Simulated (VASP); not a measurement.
Runs of VASP 6.6.1 on Ge. It takes space group Fmmm (No. 69, orthorhombic). Conventional cell: a = 5.261 Å, b = 5.771 Å, c = 10.231 Å, α = 90.00°, β = 90.00°, γ = 90.00°. Within 3.6 Å of Ge (site symmetry mm2) lie 8 Ge at 2.71 to 3.17 Å. Ge (site symmetry m2m) has 8 Ge at 2.61 to 3.17 Å within 3.4 Å. 

```tsv
smearing	gap on the mesh (eV)	pressure (GPa)	largest force (eV/Å)
gaussian 0.025 eV	none	-5.0	0.07
gaussian 0.05 eV	none	-4.9	(a)
gaussian 0.25 eV	none	-5.0	0.02
gaussian 0.1 eV	none	-5.0	0.02
gaussian 0.15 eV	none	-5.0	0.02
```

Alike in all rows: task single point; level LDA; potentials or basis VASP PAW LDA potentials, release 64 (Ge_d); no spin polarisation; cell as given; k mesh 6 × 6 × 6; cutoff (eV) 520.

Fill in the values left out.

(a) 0.04.

A k mesh can miss the band edges, and the runs leave out spin-orbit coupling on Ge.

A gap of «none» marks levels without a gap at the run's occupations.
